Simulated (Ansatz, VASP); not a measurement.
# One calculation of Si, two programs

```
Si
1.0
     0.00000    2.72185    2.72185
     2.72185    0.00000    2.72185
     2.72185    2.72185    0.00000
Si
2
Direct
  0.25000 0.25000 0.25000
  0.00000 0.00000 0.00000
```

Alike in both runs: task single point; functional revPBE; k mesh 4 × 4 × 4; occupations gaussian, width 0.1 eV; no spin polarisation.

|  | VASP | Ansatz |
| --- | --- | --- |
| version | VASP 6.6.1 | Ansatz 0.2.0 |
| potentials or method | VASP PAW PBE potentials, release 64 (Si), cutoff 520 eV | scalar-relativistic, plane waves, PAW |
| valence electrons in the cell | 8 | 8 |

VASP gave:

* gap on the k mesh at the Fermi level (eV): 0.75
* least direct gap on the mesh (eV): 2.55
* pressure (GPa): 3.0

**Question.** Which values does Ansatz return?

**Answer.** gap on the k mesh at the Fermi level (eV): 0.76; least direct gap on the mesh (eV): 2.55; pressure (GPa): 3.2.

VASP's potentials were made for PBE, not for revPBE. The functional is the same, so the differences come from potentials, cutoffs and numerics.

The k mesh is coarse, so the values compare programs but aren't converged.
